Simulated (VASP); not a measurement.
# In2Ru (Fd-3m) in VASP: a series of runs, part 2 of 2

VASP 6.6.1. The steps go on from the part before.

### 3 Relaxation of cell and atoms, r2SCAN

This run uses another cell than the first one, of 20.65 Å³/atom, 1.059 times its volume.

Input file POSCAR:

```
In2Ru
1.0
    0.0000000000      3.9566694780      3.9566694780
    3.9566694780      0.0000000000      3.9566694780
    3.9566694780      3.9566694780      0.0000000000
In Ru
4 2
Direct
    0.6250000000      0.6250000000      0.6250000000
    0.1250000000      0.6250000000      0.6250000000
    0.6250000000      0.6250000000      0.1250000000
    0.6250000000      0.1250000000      0.6250000000
    0.0000000000      0.0000000000      0.0000000000
    0.2500000000      0.2500000000      0.2500000000
```

Input file INCAR.step1:

```
SYSTEM = In2Ru
ALGO = Normal
EDIFF = 1E-4
ENCUT = 600
GGA = PE
ISMEAR = 0
LASPH = .True.
LCHARG = .False.
LREAL = .False.
LWAVE = .True.
NELM = 100
PREC = Accurate
SIGMA = 0.1
```

Input file INCAR.step2:

```
SYSTEM = In2Ru
ALGO = Normal
EDIFF = 1E-6
EDIFFG = -0.04
ENCUT = 600
IBRION = 2
ISIF = 3
ISMEAR = 0
ISTART = 1
LASPH = .True.
LCHARG = .False.
LMIXTAU = .True.
LREAL = .False.
LWAVE = .False.
METAGGA = R2SCAN
NELM = 100
NSW = 90
PREC = Accurate
SIGMA = 0.1
```

Input file KPOINTS:

```
k-points
0
Gamma
  4 4 4
  0 0 0
```

Potentials or basis: VASP PAW PBE potentials, release 64 (In_d, Ru_pv).

On the command line:

```bash
$ cat potpaw_PBE.64/In_d/POTCAR potpaw_PBE.64/Ru_pv/POTCAR > POTCAR
$ cp INCAR.step1 INCAR
$ mpirun -np 1 vasp_std > vasp.out
$ cp INCAR.step2 INCAR
$ mpirun -np 1 vasp_std > vasp.out
```

OUTCAR:

```text
SYSTEM = In2Ru
   EDIFF = 1E-6
   EDIFFG = -0.04
   ENCUT = 600
   IBRION = 2
   ISIF = 3
   ISMEAR = 0
   ISTART = 1
   LASPH = .True.
   LREAL = .False.
   METAGGA = R2SCAN
   NELM = 100
   NSW = 90
   PREC = Accurate

 ion  position               nearest neighbor table
   1  0.625  0.625  0.625-   2 2.80   3 2.80   4 2.80   3 2.80   4 2.80   2 2.80   6 3.28   5 3.28
                             6 3.28   5 3.28   6 3.28   5 3.28
   2  0.125  0.625  0.625-   1 2.80   3 2.80   4 2.80   1 2.80   3 2.80   4 2.80   5 3.28   6 3.28
                             5 3.28   5 3.28   6 3.28   6 3.28
   3  0.625  0.625  0.125-   1 2.80   1 2.80   2 2.80   4 2.80   4 2.80   2 2.80   6 3.28   5 3.28
                             6 3.28   5 3.28   6 3.28   5 3.28
   4  0.625  0.125  0.625-   1 2.80   3 2.80   1 2.80   2 2.80   3 2.80   2 2.80   5 3.28   6 3.28
                             5 3.28   6 3.28   6 3.28   5 3.28
   5  0.000  0.000  0.000-   3 3.28   3 3.28   4 3.28   1 3.28   2 3.28   3 3.28   1 3.28   2 3.28
                             4 3.28   2 3.28   1 3.28   4 3.28
   6  0.250  0.250  0.250-   3 3.28   2 3.28   4 3.28   1 3.28   2 3.28   4 3.28   1 3.28   2 3.28
                             3 3.28   1 3.28   3 3.28   4 3.28

  LATTYP: Found a face centered cubic cell.
 ALAT       =     7.9133389560

  Lattice vectors:

 A1 = (   0.0000000000,   3.9566694780,   3.9566694780)
 A2 = (   3.9566694780,   0.0000000000,   3.9566694780)
 A3 = (   3.9566694780,   3.9566694780,   0.0000000000)

Analysis of symmetry for initial positions (statically):
=====================================================================
 Subroutine PRICEL returns:
 Original cell was already a primitive cell.

 Routine SETGRP: Setting up the symmetry group for a
 face centered cubic supercell.

 Subroutine GETGRP returns: Found 48 space group operations
 (whereof 24 operations were pure point group operations)
 out of a pool of 48 trial point group operations.

The static configuration has the point symmetry T_d .
 The point group associated with its full space group is O_h .

Analysis of symmetry for dynamics (positions and initial velocities):
=====================================================================
 Subroutine PRICEL returns:
 Original cell was already a primitive cell.

 Routine SETGRP: Setting up the symmetry group for a
 face centered cubic supercell.

[... 104 lines left out ...]
   POTIM  = 0.5000    time-step for ionic-motion
   TEBEG  =    0.0;   TEEND  =   0.0 temperature during run
   PSTRESS=    0.0 pullay stress
   NELECT =      80.0000    total number of electrons
   NUPDOWN=      -1.0000    fix difference up-down
   EMIN   =  10.00;   EMAX   =-10.00  energy-range for DOS
   EFERMI =   0.00;   METHOD = LEGACY
   ISMEAR =     0;   SIGMA  =   0.10  broadening in eV -4-tet -1-fermi 0-gaus
   EFERMI_NEDOS =   21; number of points for ismear=-14 and -15
   IALGO  =     38    algorithm
   IMIX   =      4    mixing-type and parameters
     AMIX     =   0.40;   BMIX     =  1.00
     AMIX_MAG =   1.60;   BMIX_MAG =  1.00
  volume/ion in A,a.u.               =      20.65       139.34
  Fermi-wavevector in a.u.,A,eV,Ry     =   1.415028  2.674015 27.243006  2.002304
  Thomas-Fermi vector in A             =   2.536509
   LORBIT       =      0    0 simple, 1 ext, 2 COOP (PROOUT), +10 PAW based schemes
   METAGGA = R2SCAN    functional components
   LHFCALC =     F    Hartree Fock is set to
   AEXX    =    0.0000 exact exchange contribution
   IVDW    =     0    specifies the selected vdW correction
   LEPSILON=     F    determine dielectric tensor
   LRPA    =     F    only Hartree local field effects (RPA)
 conjugate gradient relaxation of ions
 non-spin polarized calculation
 Gauss-broadening in eV      SIGMA  =   0.10
  energy-cutoff  :      600.00
  volume of cell :      123.89
 maximum number of plane-waves:      4156
 NGX is ok and might be reduce to    48
   NGX = 23   NGY = 23   NGZ = 23

--------------------------------------- Ionic step        1  -------------------------------------------

 number of electron      79.9999998 magnetization

 Free energy of the ion-electron system (eV)
  ---------------------------------------------------
  ext. energy  EPLUGINS =         0.00000000
  ---------------------------------------------------
  free energy    TOTEN  =      -135.54365596 eV

  energy without entropy =     -135.48500950  energy(sigma->0) =     -135.51433273

 E-fermi :   9.2904     XC(G=0): -12.4291

 val. band max:        9.2795716396   @ k =   0.5000   0.2500   0.0000
 cond. band min:       9.2966865327   @ k =   0.5000   0.5000   0.0000
 fundamental gap:      0.0171148931
 Fermi energy:         9.2904438835

 k-point     1 :       0.0000    0.0000    0.0000
  band No.  band energies     occupation
      1     -33.8653      2.00000
      2     -33.8653      2.00000
      3     -33.8653      2.00000
      4     -33.8416      2.00000
      5     -33.8416      2.00000
      6     -33.8416      2.00000
[... 476 lines left out ...]
--------------------------------------- Ionic step        3  -------------------------------------------

 number of electron      80.0000005 magnetization

 Free energy of the ion-electron system (eV)
  ---------------------------------------------------
  ext. energy  EPLUGINS =         0.00000000
  ---------------------------------------------------
  free energy    TOTEN  =      -135.64878387 eV

  energy without entropy =     -135.59136253  energy(sigma->0) =     -135.62007320

 E-fermi :  10.0484     XC(G=0): -12.7578

 val. band max:       10.0363821909   @ k =   0.5000   0.2500   0.0000
 cond. band min:      10.0555828521   @ k =   0.5000   0.5000   0.0000
 fundamental gap:      0.0192006612
 Fermi energy:        10.0484365043

 k-point     1 :       0.0000    0.0000    0.0000
  band No.  band energies     occupation
      1     -33.1502      2.00000
      2     -33.1502      2.00000
      3     -33.1502      2.00000
      4     -33.1206      2.00000
      5     -33.1206      2.00000
      6     -33.1206      2.00000
[... 430 lines left out ...]
  FREE ENERGIE OF THE ION-ELECTRON SYSTEM (eV)
  ---------------------------------------------------
  free  energy   TOTEN  =      -135.6487838737 eV

  energy  without entropy=     -135.5913625317  energy(sigma->0) =     -135.62007320

 reached required accuracy - stopping structural energy minimisation
```

OSZICAR.step1:

```text
N       E                     dE             d eps       ncg     rms          rms(c)
DAV:   1     0.108888005823E+04    0.10889E+04   -0.42119E+04   776   0.257E+03
DAV:   2     0.104877998128E+03   -0.98400E+03   -0.96100E+03   768   0.687E+02
DAV:   3    -0.164992578082E+02   -0.12138E+03   -0.11456E+03   840   0.239E+02
DAV:   4    -0.233430745317E+02   -0.68438E+01   -0.66466E+01   928   0.586E+01
DAV:   5    -0.236040598645E+02   -0.26099E+00   -0.26066E+00  1176   0.106E+01    0.107E+01
DAV:   6    -0.230368884239E+02    0.56717E+00   -0.13715E+00  1016   0.115E+01    0.471E+00
DAV:   7    -0.229887665320E+02    0.48122E-01   -0.39471E-01   992   0.546E+00    0.248E+00
DAV:   8    -0.229259702051E+02    0.62796E-01   -0.21081E-01  1000   0.246E+00    0.823E-01
DAV:   9    -0.229214624036E+02    0.45078E-02   -0.16439E-02   880   0.107E+00    0.151E-01
DAV:  10    -0.229215398841E+02   -0.77480E-04   -0.10172E-03   960   0.234E-01    0.120E-01
DAV:  11    -0.229215518561E+02   -0.11972E-04   -0.71319E-05   504   0.841E-02
   1 F= -.22921552E+02 E0= -.22890531E+02  d E =-.620420E-01
```

Run time: 6.7 min. Hardware: 1 thread of Intel Xeon 6975P-C (Granite Rapids), shared host; peak memory 0.39 GiB.

Results:

```
Free energy                            : -135.6488 eV
Relaxed volume                         : 19.57 Å³/atom
Relaxed cell                           : a = 5.496 Å, b = 5.496 Å, c = 5.496 Å, α = 60.00°, β = 60.00°, γ = 60.00°
Space group after relaxing (to 0.05 Å) : Fd-3m (No. 227)
Energy gained by relaxing              : 17.5 meV/atom
Ionic steps                            : 3
Pressure after relaxing                : 0.0 GPa
Band gap on the k mesh                 : zero (band 40 reaches 10.53 eV, above the bottom of band 41 at 10.01 eV)
```

The path:
```
step  energy change (eV)  largest force (eV/Å)  pressure (GPa)  volume (Å³)
   1              0.0000                0.0000           -4.86       123.89
   2             -0.0472                0.0000            4.40       112.99
   3             -0.1051                0.0000            0.00       117.39
```

Final structure:
```yaml
crystal:
  lattice:
    - [0.00000, 3.88629, 3.88629]
    - [3.88629, 0.00000, 3.88629]
    - [3.88629, 3.88629, 0.00000]
  atoms:
    - { symbol: In, position: [0.62500, 0.62500, 0.62500] }
    - { symbol: In, position: [0.12500, 0.62500, 0.62500] }
    - { symbol: In, position: [0.62500, 0.62500, 0.12500] }
    - { symbol: In, position: [0.62500, 0.12500, 0.62500] }
    - { symbol: Ru, position: [0.00000, 0.00000, 0.00000] }
    - { symbol: Ru, position: [0.25000, 0.25000, 0.25000] }
```

Caveat: the PAW data sets were made with another functional, which shifts forces and pressure a little; spin-orbit coupling is left out, which moves the levels of the heavy elements.

### 4 Single point, r2SCAN

This run uses another cell than the first one, of 20.65 Å³/atom, 1.059 times its volume.

POSCAR is that of step 3.

Input file INCAR.step1:

```
  PREC = Accurate
  ENCUT = 520
  ISMEAR = 0
  SIGMA = 0.1
  LREAL = False
  LASPH = True
  NELM = 100
  NBANDS = 49
  GGA = PE
  ALGO = Normal
  EDIFF = 1E-4
  LWAVE = True
  LCHARG = False
```

Input file INCAR.step2:

```
  PREC = Accurate
  ENCUT = 520
  EDIFF = 1E-7
  ISMEAR = 0
  SIGMA = 0.1
  LREAL = False
  LASPH = True
  NELM = 100
  ALGO = Normal
  ISIF = 2
  LWAVE = False
  LCHARG = False
  METAGGA = R2SCAN
  LMIXTAU = True
  NBANDS = 49
  ISTART = 1
```

Input file KPOINTS:

```
Automatic mesh
0
Gamma
  4 4 4
```

On the command line:

```bash
$ cat potpaw_PBE.64/In_d/POTCAR potpaw_PBE.64/Ru_pv/POTCAR > POTCAR
$ cp INCAR.step1 INCAR
$ mpirun -np 1 vasp_std > vasp.out
$ cp INCAR.step2 INCAR
$ mpirun -np 1 vasp_std > vasp.out
```

Wall time 2.3 min (1 thread of Intel Xeon 6975P-C (Granite Rapids), shared host); peak memory 0.3 GiB.

It converged, with:

```yaml
Free_energy: -135.5424 eV
Pressure: -4.9 GPa
Band_gap_on_the_k_mesh: zero (band 40 reaches 9.65 eV, above the bottom of band 41 at 9.25 eV)
```

Levels at points of the mesh, in eV from the Fermi level:
```
           k point  band 36  band 37  band 38  band 39  band 40  band 41  band 42  band 43
(0.00, 0.00, 0.00)    -2.95    -0.33    -0.33     0.15     0.15     0.15     0.58     1.18
(0.50, 0.00, 0.00)    -1.61    -0.55    -0.55    -0.27     0.06     0.06     0.61     0.61
(0.50, 0.50, 0.00)    -1.43    -0.84    -0.84    -0.59    -0.59     0.01     0.01     4.01
```

Caveat: the PAW data sets were made with another functional, which shifts forces and pressure a little; spin-orbit coupling is left out, which moves the levels of the heavy elements.

### 5 Overview

```csv
task,cell,cutoff (eV),gap on the mesh (eV),pressure (GPa)
single point,"a = 5.489 Å, angles 60.0°, 6 atoms",520,none,0.3
relaxation of cell and atoms,"relaxed from a = 5.596 Å, angles 60.0°, 6 atoms",600,none,0.0
single point,"a = 5.596 Å, angles 60.0°, 6 atoms",520,none,-4.9
```

Alike in all rows: level r2SCAN; potentials or basis VASP PAW PBE potentials, release 64 (In_d, Ru_pv); no spin polarisation; k mesh 4 × 4 × 4; smearing gaussian 0.1 eV.

Caveats: the PAW data sets were made with another functional, which shifts forces and pressure a little; spin-orbit coupling is left out, which moves the levels of the heavy elements.

Total energies depend on the potentials used, so only differences within one code and one set of settings carry meaning.
